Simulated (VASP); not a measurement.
Input of a VASP 6.6.1 run:

Contents of INCAR:

```
ALGO = Fast ; EDIFF = 1E-7
EDIFFG = -0.002 ; ENCUT = 600
IBRION = 2 ; ISIF = 3
ISMEAR = 0 ; LASPH = T
LCHARG = F ; LREAL = F
LWAVE = F ; NELM = 80
NSW = 100 ; PREC = Accurate
SIGMA = 0.1
```

The input KPOINTS:

```
k-points
0
Gamma
  12 12 12
```

POSCAR

```
Ba
1.0
   -2.3757001155      2.3757001155      2.3757001155
    2.3757001155     -2.3757001155      2.3757001155
    2.3757001155      2.3757001155     -2.3757001155
Ba
1
Direct
    0.0000000000      0.0000000000      0.0000000000
```

Potentials or basis: VASP PAW LDA potentials, release 64 (Ba_sv).

Launch:

```sh
$ cat potpaw_LDA.64/Ba_sv/POTCAR > POTCAR
$ mpirun -np 1 vasp_std > vasp.out
```

(1) What does it give for the band gap on the k mesh?

(2) What does it give for the space group after relaxing (to 0.1 Å)?

(3) What does it give for the relaxed cell?

Results:

(1) zero (bands 5 and 6 overlap by 1.45 eV).

(2) Im-3m (No. 229).

(3) a = 4.126 Å, b = 4.126 Å, c = 4.126 Å, α = 109.47°, β = 109.47°, γ = 109.47°.

Caveat: spin-orbit coupling is left out, which moves the levels of the heavy elements.
